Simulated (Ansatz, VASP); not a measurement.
**One calculation of Sn2Bi3O3, two programs**

```
Sn Bi O
1.0
     4.22512    2.43937    2.93145
    -4.22512    2.43937    2.93145
     0.00000   -4.87874    2.93145
Sn Bi O
2 3 3
Direct
  0.33791 0.33791 0.33791
  0.66209 0.66209 0.66209
  0.78491 0.21509 0.00000
  0.21509 0.00000 0.78491
  0.00000 0.78491 0.21509
  0.68934 0.31066 0.50000
  0.31066 0.50000 0.68934
  0.50000 0.68934 0.31066
```

Change from the starting cell: species swapped into the V3Cr3Si2 type (R32, No. 155).

Alike in both runs: functional PBE; k mesh 3 × 3 × 3; occupations gaussian, width 0.2 eV; no spin polarisation.

Ansatz relaxed the structure, and its values are those at the end. VASP's run is a single point on that final structure, the one shown.

```csv
,VASP,Ansatz
version,VASP 6.6.1,Ansatz 0.2.0
potentials or method,"VASP PAW PBE potentials, release 64 (Sn_d, Bi_d, O_h), cutoff 910 eV","scalar-relativistic, plane waves, PAW"
valence electrons in the cell,91,91
```

VASP gave:

```
gap on the k mesh at the Fermi level (eV) : none
rms of the force components (eV/Å)        : 0.011
```

Q: Which values does Ansatz return?

A: gap on the k mesh at the Fermi level (eV): none; rms of the force components (eV/Å): 0.015.

A gap of «none» marks a metal or a gap that the smearing closes.

The k mesh is coarse, so the values compare programs but aren't converged. Neither program's run includes spin-orbit coupling. Noted on VASP's run: the cutoff is short for stress, so the pressure is rough.
